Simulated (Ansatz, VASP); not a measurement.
# Two plane-wave programs on LiHf3As2

The input INCAR:

```
  ALGO = Fast
  EDIFF = 1E-6
  EDIFFG = -0.01
  ENCUT = 600
  GGA = PE
  IBRION = 2
  ISIF = 3
  ISMEAR = 0
  LASPH = T
  LCHARG = F
  LREAL = F
  LWAVE = F
  NELM = 100
  NSW = 100
  PREC = Accurate
  SIGMA = 0.1
```

The input KPOINTS:

```
k-points
0
Gamma
  6 6 10
```

POSCAR

```
LiHf3As2
1.0
    6.4434554973      0.0000000000      0.0000000000
   -3.2217277486      5.5801961488      0.0000000000
    0.0000000000      0.0000000000      3.8892577111
Li Hf As
1 3 2
Direct
    0.0000000000      0.0000000000      0.0000000000
    0.5000000000      0.0000000000      0.5000000000
    0.5000000000      0.5000000000      0.5000000000
    0.0000000000      0.5000000000      0.5000000000
    0.3333333333      0.6666666667      0.0000000000
    0.6666666667      0.3333333333      0.0000000000
```

Input for Ansatz:

```yaml
crystal:
  lattice:
    - [6.4434554973, 0.0, 0.0]
    - [-3.2217277486, 5.5801961488, 0.0]
    - [0.0, 0.0, 3.8892577111]
  atoms:
    - { symbol: Li, position: [0.0, 0.0, 0.0] }
    - { symbol: Hf, position: [0.5, 0.0, 0.5] }
    - { symbol: Hf, position: [0.5, 0.5, 0.5] }
    - { symbol: Hf, position: [0.0, 0.5, 0.5] }
    - { symbol: As, position: [0.3333333333, 0.6666666667, 0.0] }
    - { symbol: As, position: [0.6666666667, 0.3333333333, 0.0] }
basis:
  ecutwfc: 420
kpoints:
  mp_grid: { grid: [6, 6, 10] }
hamiltonian:
  xc: pbe
scf:
  occupations: { method: gaussian, width: 0.1 }
output:
  forces: true
  stress: true
  eigenvalues: true
  write_density: true
  write_potential: true
  elf: true
  volumetric_format: npy
relax:
  adjacent_minimum: "off"
  f_tol: 0.01
  max_steps: 80
  cell: { stress_tol: 0.05 }
```

Change from the starting cell: species swapped into the GdAl3Pd2 type (P6/mmm, No. 191).

Alike in both runs: task relaxation of cell and atoms; functional PBE; k mesh 6 × 6 × 10; occupations gaussian, width 0.1 eV; no spin polarisation.

|  | VASP | Ansatz |
| --- | --- | --- |
| version | VASP 6.6.1 | Ansatz 0.2.0 |
| potentials or method | VASP PAW PBE potentials, release 64 (Li_sv, Hf_pv, As), cutoff 600 eV | scalar-relativistic, plane waves, PAW |
| valence electrons in the cell | 43 | 111 |

```tsv
	VASP	Ansatz	Ansatz less VASP
gap on the k mesh at the Fermi level, each at its own relaxed structure (eV)	none	none	-
relaxed volume (Å³/atom)	23.14	23.18	+0.043
relaxed cell length with the largest relative difference (Å)	6.407	6.414	+0.0066
```

A gap of «none» marks a metal or a gap that the smearing closes. VASP's potentials hold 43 valence electrons a cell and Ansatz's 111, so a difference there can come from the potentials and not from the codes.

Spin-orbit coupling is off throughout. Noted on VASP's run: the cutoff is short for stress, so the pressure is rough.
